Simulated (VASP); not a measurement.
The system is Mg.

```
Mg
1.0
    -1.77276    1.77276    1.77276
     1.77276   -1.77276    1.77276
     1.77276    1.77276   -1.77276
Mg
1
Direct
  0.00000 0.00000 0.00000
```

This isn't the form of Mg at room conditions, which is hcp.

| Quantity | Value |
| --- | --- |
| Program | VASP 6.6.1 |
| Task | relaxation of cell and atoms |
| Functional | RPBE |
| Dispersion | D3(BJ) |
| Potentials or basis | VASP PAW PBE potentials, release 64 (Mg) |
| Cutoff | 600 eV |
| k mesh | 11 × 11 × 11 |
| Occupations | methfessel-paxton, width 0.2 eV |
| Spin | no spin polarisation |

At the start: pressure -12.7 GPa; volume 22.29 Å³/atom.

How do energy, volume and symmetry change on relaxing?

Over 5 steps the energy falls by 292.0 meV/atom and the volume is 16.59 Å³/atom (-25.5 %); space group Im-3m (No. 229, to 0.1 Å) before and after.

Step by step:
```csv
step,energy change (eV),largest force (eV/Å),pressure (GPa),volume (Å³)
1,0.0000,0.0000,-12.69,22.29
2,-0.2886,0.0000,-2.14,17.06
3,-0.2920,0.0000,-0.17,16.62
4,-0.2919,0.0000,0.32,16.51
5,-0.2920,0.0000,-0.07,16.59
```

Final structure:
```
Mg
1.0
    -1.60678    1.60678    1.60678
     1.60678   -1.60678    1.60678
     1.60678    1.60678   -1.60678
Mg
1
Direct
  0.00000 0.00000 0.00000
```

Caveat: the volume moved by over 15 % at a fixed basis, so the end points are rough; the dispersion term is far too large for a dense solid, which distorts pressure and volume; the PAW data sets were made with another functional, which shifts forces and pressure a little.
